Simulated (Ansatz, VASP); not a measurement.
## PbF2 in VASP and in Ansatz

INCAR

```
  PREC = Accurate
  ENCUT = 520
  EDIFF = 1E-6
  ISMEAR = 0
  SIGMA = 0.05
  LREAL = False
  LASPH = True
  NELM = 100
  ALGO = Normal
  ISIF = 2
  LWAVE = False
  LCHARG = False
  GGA = PS
  NBANDS = 21
```

The input KPOINTS:

```
Automatic mesh
0
Gamma
  8 8 8
```

The input POSCAR:

```
PbF2
1.0
    0.1113693750      2.9698500000      2.9698500000
    3.0812193750      0.0000000000      3.0812193750
    2.9698500000      2.9698500000      0.1113693750
Pb F
1 2
Direct
    0.0000000000      0.0000000000      0.0000000000
    0.2500000000      0.2500000000      0.2500000000
    0.7500000000      0.7500000000      0.7500000000
```

Input for Ansatz:

```yaml
crystal:
  lattice:
    - [0.111369375, 2.96985, 2.96985]
    - [3.081219375, 0.0, 3.081219375]
    - [2.96985, 2.96985, 0.111369375]
  atoms:
    - { symbol: Pb, position: [0.0, 0.0, 0.0] }
    - { symbol: F, position: [0.25, 0.25, 0.25] }
    - { symbol: F, position: [0.75, 0.75, 0.75] }
basis:
  ecutwfc: 420
kpoints:
  mp_grid: { grid: [8, 8, 8] }
hamiltonian:
  xc: pbesol
scf:
  occupations: { method: gaussian, width: 0.05 }
output:
  forces: true
  stress: true
  eigenvalues: true
```

Change from the starting cell: strain +0.0750 x Voigt [0, 0, 0, 0, 1, 0], atoms carried along.

Alike in both runs: task single point; functional PBEsol; k mesh 8 × 8 × 8; occupations gaussian, width 0.05 eV; no spin polarisation.

|  | VASP | Ansatz |
| --- | --- | --- |
| version | VASP 6.6.1 | Ansatz 0.2.0 |
| potentials or method | VASP PAW PBE potentials, release 64 (Pb_d, F), cutoff 520 eV | scalar-relativistic, plane waves, PAW |
| valence electrons in the cell | 28 | 28 |

Ansatz gave:

* gap on the k mesh at the Fermi level (eV): 4.24
* least direct gap on the mesh (eV): 4.42
* pressure (GPa): -1.0
* traceless stress, the component that is largest in VASP (GPa): -2.22
* rms of the force components (eV/Å): 0.082

What did VASP give for the same quantities?

gap on the k mesh at the Fermi level (eV): 4.23; least direct gap on the mesh (eV): 4.41; pressure (GPa): -1.2; traceless stress, the component that is largest in VASP (GPa): -2.26; rms of the force components (eV/Å): 0.084.

VASP's potentials were made for PBE, not for PBEsol. Atom by atom the forces differ by 0.002 eV/Å (rms over components).

Neither program's run includes spin-orbit coupling.
